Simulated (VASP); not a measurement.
# AlN: single point with PBE

The system is AlN.

```xyz
8
Lattice="-1.6567 2.8696 0.0000 0.0000 0.0000 4.1875 4.9702 2.8696 0.0000" Properties=species:S:1:pos:R:3 pbc="T T T"
Al   -0.6300    2.2910    3.1406
Al    3.3135    1.9130    3.1406
Al    1.6567    0.9565    1.0469
Al    3.3135    3.8261    1.0469
N     0.0000    1.9130    1.0469
N     3.3135    1.9130    1.0469
N     1.6567    0.9565    3.1406
N     3.3135    3.8261    3.1406
```

This cell differs from its parent crystal: atom 1 (Al) moved by -0.630 Å along [1 0 0] and +0.378 Å along [1 2 0].

```json
{
 "Program": "VASP 6.6.1",
 "Task": "single point",
 "Functional": "PBE",
 "Potentials or basis": "VASP PAW PBE potentials, release 64 (Al, N)",
 "Cutoff": "520 eV",
 "k mesh": "8 × 6 × 4",
 "Occupations": "gaussian, width 0.05 eV",
 "Spin": "no spin polarisation",
 "Dipole correction": "no",
 "Further INCAR settings": "ALGO = Normal; EDIFF = 1e-06; NBANDS = 26"
}
```

```json
{"Pressure": "9.7 GPa", "Largest force": "5.600 eV/Å", "Band gap on the k mesh": "1.79 eV, direct"}
```

Forces on the atoms (eV/Å):
```
Al   5.316 -1.760  0.000
Al  -2.484 -1.006  0.000
Al  -0.347  0.560  0.000
Al   0.310 -0.451  0.000
N   -2.090  0.457  0.000
N    0.578  0.409  0.000
N    1.556  4.145  0.000
N   -2.840 -2.354  0.000
```

Stress tensor (GPa, compression positive):
```
 7.50 13.11  0.00
13.11 19.82  0.00
 0.00  0.00  1.68
```

Levels at points of the mesh, in eV from the valence-band top:
```csv
k point,band 12,band 13,band 14,band 15,band 16,band 17,band 18,band 19,band 20,band 21
"(0.00, 0.00, 0.00)",-2.90,-2.40,-1.86,-0.36,0.00,1.79,3.56,4.29,6.20,6.32
"(0.50, 0.00, 0.00)",-3.71,-2.84,-2.48,-2.12,-1.92,4.28,4.34,5.96,6.26,7.37
"(0.00, 0.50, 0.00)",-2.62,-2.54,-1.91,-1.74,-0.84,3.04,4.34,5.33,6.00,7.80
"(0.50, 0.50, 0.00)",-4.46,-1.71,-1.65,-0.86,-0.35,4.52,4.82,6.25,6.54,8.16
"(0.00, 0.00, 0.50)",-3.14,-2.24,-1.80,-0.68,-0.30,2.72,4.83,5.46,5.77,7.17
"(0.50, 0.00, 0.50)",-3.43,-3.11,-2.28,-1.89,-1.25,2.85,4.06,5.49,6.56,6.89
"(0.00, 0.50, 0.50)",-2.48,-2.37,-1.78,-1.73,-0.91,2.83,4.37,5.06,6.59,8.14
"(0.50, 0.50, 0.50)",-3.01,-2.44,-2.36,-1.57,-0.86,3.67,3.97,5.23,5.52,8.57
```

Wall time 3.1 min on 1 thread of Intel(R) Xeon(R) Platinum 8259CL CPU @ 2.50GHz (Skylake/Cascade Lake) (shared host), peak memory 0.25 GiB.

Caveat: the cell differs from its parent crystal (atom 1 (Al) moved by -0.630 Å along [1 0 0] and +0.378 Å along [1 2 0]); forces of over 1 eV/Å act on the atoms, so gaps and moduli don't describe the material at rest. A k mesh can miss the band edges.
